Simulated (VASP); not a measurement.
# Y (Pm-3m) in VASP: notebook, part 2 of 2

VASP 6.6.1.

### Step 3. Single point, PBEsol

This run uses another cell than the first one, of 32.34 Å³/atom, 0.588 times its volume.

The input, INCAR:

```
SYSTEM = Y
ALGO = Fast
EDIFF = 1E-6
ENCUT = 520
GGA = PS
ISIF = 2
ISMEAR = 0
LASPH = .True.
LCHARG = .False.
LREAL = .False.
LWAVE = .False.
NBANDS = 12
NELM = 100
PREC = Accurate
SIGMA = 0.1
```

The input, KPOINTS:

```
k-points
0
Gamma
  12 12 12
  0 0 0
```

The input, POSCAR:

```
Y
1.0
    3.1858903172      0.0000000000      0.0000000000
    0.0000000000      3.1858903172      0.0000000000
    0.0000000000      0.0000000000      3.1858903172
Y
1
Direct
    0.0000000000      0.0000000000      0.0000000000
```

Potentials or basis: VASP PAW PBE potentials, release 64 (Y_sv).

The run is started by

```bash
$ cat potpaw_PBE.64/Y_sv/POTCAR > POTCAR
$ mpirun -np 1 vasp_std > vasp.out
```

OUTCAR:

```text
SYSTEM = Y
   EDIFF = 1E-6
   ENCUT = 520
   GGA = PS
   ISIF = 2
   ISMEAR = 0
   LASPH = .True.
   LREAL = .False.
   NELM = 100
   PREC = Accurate

 ion  position               nearest neighbor table
   1  0.000  0.000  0.000-

  LATTYP: Found a simple cubic cell.
 ALAT       =     3.1858903172

  Lattice vectors:

 A1 = (   3.1858903172,   0.0000000000,   0.0000000000)
 A2 = (   0.0000000000,   3.1858903172,   0.0000000000)
 A3 = (   0.0000000000,   0.0000000000,   3.1858903172)

Analysis of symmetry for initial positions (statically):
=====================================================================
 Subroutine PRICEL returns:
 Original cell was already a primitive cell.

 Routine SETGRP: Setting up the symmetry group for a
 simple cubic supercell.

 Subroutine GETGRP returns: Found 48 space group operations
 (whereof 48 operations were pure point group operations)
 out of a pool of 48 trial point group operations.

The static configuration has the point symmetry O_h .

[... 168 lines left out ...]
  band No.  band energies     occupation
      1     -39.8247      2.00000
      2     -19.4130      2.00000
      3     -19.4130      2.00000
      4     -19.4130      2.00000
      5      -1.6346      2.00000
      6       2.2407      2.00000
      7       2.2407      2.00000
      8       8.5742      0.00000
      9       8.5742      0.00000
     10       8.5742      0.00000
     11      13.5811      0.00000
     12      13.5811      0.00000
[... 331 lines left out ...]
 k-point    24 :       0.4167    0.3333    0.0000
  band No.  band energies     occupation
      1     -39.6757      2.00000
      2     -20.1435      2.00000
      3     -19.9742      2.00000
      4     -19.2814      2.00000
      5       1.3719      2.00000
      6       2.6886      1.99974
      7       5.4278      0.00000
      8       6.2463      0.00000
      9       6.4043      0.00000
     10       6.8916      0.00000
     11      10.7709      0.00000
     12      13.5049      0.00000

 [... further k-points ...]

------------------------ aborting loop because EDIFF is reached ----------------------------------------

  FORCE on cell =-STRESS in cart. coord.  units (eV):
  Direction    XX          YY          ZZ          XY          YZ          ZX
  --------------------------------------------------------------------------------------
  -------------------------------------------------------------------------------------
  Total       -0.0087015     -0.0087015     -0.0087015     -0.0000000      0.0000000     -0.0000000
  in kB       -0.4311342     -0.4311342     -0.4311342     -0.0000000      0.0000000     -0.0000000
  external PRESSURE =      -0.4311342 kB  Pullay stress =       0.0000000 kB

 VOLUME and BASIS-vectors are now :
 -----------------------------------------------------------------------------
  energy-cutoff  :      520.00
  volume of cell :       32.34
      direct lattice vectors                 reciprocal lattice vectors
     3.185890317  0.000000000  0.000000000     0.313884001  0.000000000  0.000000000
     0.000000000  3.185890317  0.000000000     0.000000000  0.313884001  0.000000000
     0.000000000  0.000000000  3.185890317     0.000000000  0.000000000  0.313884001

 POSITION                                       TOTAL-FORCE (eV/Angst)
 -----------------------------------------------------------------------------------
      0.00000      0.00000      0.00000         0.000000      0.000000      0.000000
 -----------------------------------------------------------------------------------
    total drift:                                0.000000      0.000000      0.000000

  FREE ENERGIE OF THE ION-ELECTRON SYSTEM (eV)
  ---------------------------------------------------
  free  energy   TOTEN  =        -6.0286194697 eV

  energy  without entropy=       -6.0143244140  energy(sigma->0) =       -6.02147194
```

OSZICAR:

```text
N       E                     dE             d eps       ncg     rms          rms(c)
DAV:   1     0.252981385162E+02    0.25298E+02   -0.56505E+03  2024   0.837E+02
DAV:   2    -0.484056306272E+01   -0.30139E+02   -0.29221E+02  2444   0.166E+02
DAV:   3    -0.623050230827E+01   -0.13899E+01   -0.13472E+01  2868   0.221E+01
DAV:   4    -0.625733795143E+01   -0.26836E-01   -0.26767E-01  2332   0.308E+00
DAV:   5    -0.625788272303E+01   -0.54477E-03   -0.54472E-03  2684   0.312E-01    0.199E+01
RMM:   6    -0.605451823272E+01    0.20336E+00   -0.16468E-01  2215   0.239E+00    0.113E+01
RMM:   7    -0.602957921802E+01    0.24939E-01   -0.25785E-01  2554   0.307E+00    0.128E+00
RMM:   8    -0.603025640862E+01   -0.67719E-03   -0.50820E-02  2387   0.156E+00    0.770E-01
RMM:   9    -0.602867680433E+01    0.15796E-02   -0.13467E-02  2657   0.750E-01    0.293E-01
RMM:  10    -0.603101752028E+01   -0.23407E-02   -0.77241E-03  2869   0.511E-01    0.672E-01
RMM:  11    -0.602862378920E+01    0.23937E-02   -0.45542E-03  2344   0.596E-01    0.158E-01
RMM:  12    -0.602861284646E+01    0.10943E-04   -0.66750E-04  2632   0.226E-01    0.855E-02
RMM:  13    -0.602861052332E+01    0.23231E-05   -0.25052E-04  2833   0.980E-02    0.218E-02
RMM:  14    -0.602861720836E+01   -0.66850E-05   -0.48215E-05  2823   0.403E-02    0.124E-02
RMM:  15    -0.602861883189E+01   -0.16235E-05   -0.13872E-05  2251   0.167E-02    0.106E-02
RMM:  16    -0.602861946969E+01   -0.63780E-06   -0.61259E-06  1764   0.891E-03
   1 F= -.60286195E+01 E0= -.60214719E+01  d E =-.142951E-01
```

Wall time 13 s (1 thread of Intel Xeon 6975P-C (Granite Rapids), shared host); peak memory 0.16 GiB.

Results:

| Item | Value |
| --- | --- |
| Free energy | -6.0286 eV |
| Pressure | 0.0 GPa |

Caveat: the PAW data sets were made with another functional, which shifts forces and pressure a little.

### Step 4. Single point, PBEsol

This run uses another cell than the first one, of 32.47 Å³/atom, 0.591 times its volume.

The input, INCAR:

```
SYSTEM = Y
  PREC = Accurate
  ENCUT = 520
  EDIFF = 1E-6
  ISMEAR = 0
  SIGMA = 0.1
  LREAL = .False.
  LASPH = .True.
  NELM = 60
  ALGO = Fast
  ISIF = 2
  LWAVE = .False.
  LCHARG = .False.
  GGA = PS
  NBANDS = 12
```

The input, KPOINTS:

```
regular mesh
0
Gamma
  14 14 14
  0 0 0
```

The input, POSCAR:

```
Y
1.0
    3.1904325005      0.0000000000      0.0000000000
    0.0000000000      3.1904325005      0.0000000000
    0.0000000000      0.0000000000      3.1904325005
Y
1
Direct
    0.0000000000      0.0000000000      0.0000000000
```

The run is started by

```bash
$ cat potpaw_PBE.64/Y_sv/POTCAR > POTCAR
$ mpirun -np 1 vasp_std > vasp.out
```

It took 18 s on 1 thread of Intel Xeon 6975P-C (Granite Rapids), shared host; peak memory 0.18 GiB.

It converged, with:

* Free energy: -6.0313 eV
* Pressure: 0.0 GPa

Levels at points of the mesh, in eV from the Fermi level:
```
           k point  band 1  band 2  band 3  band 4  band 5  band 6  band 7  band 8  band 9  band 10
(0.00, 0.00, 0.00)  -42.79  -22.38  -22.38  -22.38   -4.59   -0.71   -0.71    5.59    5.59     5.59
(0.50, 0.00, 0.00)  -42.70  -23.25  -22.30  -22.30   -1.78    0.05    0.12    2.89    2.89     5.88
(0.50, 0.50, 0.00)  -42.62  -23.12  -23.12  -22.23   -2.03    0.17    3.49    3.49    3.86     3.86
(0.50, 0.50, 0.50)  -42.53  -23.01  -23.01  -23.01   -0.69   -0.69   -0.69    5.65    7.46     7.46
```

Caveat: the PAW data sets were made with another functional, which shifts forces and pressure a little.

### Step 5. Summary

| cell | k mesh | gap on the mesh (eV) | pressure (GPa) |
| --- | --- | --- | --- |
| a = 3.802 Å, 1 atom | 6 × 6 × 6 | none | -6.5 |
| a = 3.186 Å, 1 atom | 12 × 12 × 12 | none | 0.0 |
| a = 3.190 Å, 1 atom | 14 × 14 × 14 | none | 0.0 |

Alike in all rows: task single point; level PBEsol; potentials or basis VASP PAW PBE potentials, release 64 (Y_sv); no spin polarisation; cutoff (eV) 520; smearing gaussian 0.1 eV.

Caveats: the PAW data sets were made with another functional, which shifts forces and pressure a little.

Absolute energies hang on the potentials; compare differences alone.
